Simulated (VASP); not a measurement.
## Gd: single point with RPBE

Crystal: Gd.

```
Gd
1.0
     3.70911    0.00000    0.00000
    -1.85455    3.21218    0.00000
     0.00000    0.00000    5.94386
Gd
2
Direct
  0.33333 0.66667 0.25000
  0.66667 0.33333 0.75000
```

- Program: VASP 6.6.1
- Task: single point
- Functional: RPBE
- Potentials or basis: VASP PAW PBE potentials, release 64 (Gd)
- Cutoff: 520 eV
- k mesh: 10 × 10 × 6
- Occupations: fermi-dirac, width 0.05 eV
- Spin: collinear spin, ferromagnetic start
- Starting moments: [7.0, 7.0] μB
- Dipole correction: no
- Further INCAR settings: ALGO = Normal; EDIFF = 1e-06; NBANDS = 29

```json
{"Pressure": "-0.2 GPa", "Net moment": "15.44 μB per cell", "Site moments": "Gd +7.00 μB", "Valence electrons inside the program's atomic spheres": "Gd 15.17"}
```

Levels at points of the mesh, in eV from the Fermi level:
Spin up:
| k point | band 22 | band 23 | band 24 | band 25 | band 26 | band 27 | band 28 | band 29 |
| --- | --- | --- | --- | --- | --- | --- | --- | --- |
| (0.00, 0.00, 0.00) | -4.99 | -4.99 | -2.44 | 0.68 | 1.28 | 1.28 | 1.36 | 1.84 |
| (0.50, 0.00, 0.00) | -5.00 | -2.18 | -1.62 | -1.21 | -0.30 | 0.92 | 1.07 | 1.61 |
| (0.00, 0.00, 0.50) | -4.99 | -3.63 | -3.63 | 0.38 | 0.38 | 1.21 | 1.21 | 1.21 |
| (0.50, 0.00, 0.50) | -5.01 | -2.08 | -2.08 | -0.50 | -0.50 | 1.20 | 1.20 | 2.42 |
Spin down:
```csv
k point,band 8,band 9,band 10,band 11,band 12,band 13
"(0.00, 0.00, 0.00)",-20.17,-4.02,-1.25,0.29,0.31,0.35
"(0.50, 0.00, 0.00)",-20.25,-0.94,-0.75,-0.48,0.32,0.37
"(0.00, 0.00, 0.50)",-20.22,-2.58,-2.58,0.23,0.23,0.38
"(0.50, 0.00, 0.50)",-20.33,-1.20,-1.20,0.24,0.24,0.39
```

It took 4.7 min on 1 thread of Intel(R) Xeon(R) 6975P-C (Granite Rapids), with other jobs on the host, peak memory 0.35 GiB.

Caveat: the PAW data sets were made with another functional, which shifts forces and pressure a little; spin-orbit coupling is left out, which moves the levels of the heavy elements; semilocal functionals describe open f shells poorly, which spoils levels, moments and volumes. The state reached can hang on the start; a lower one may exist.
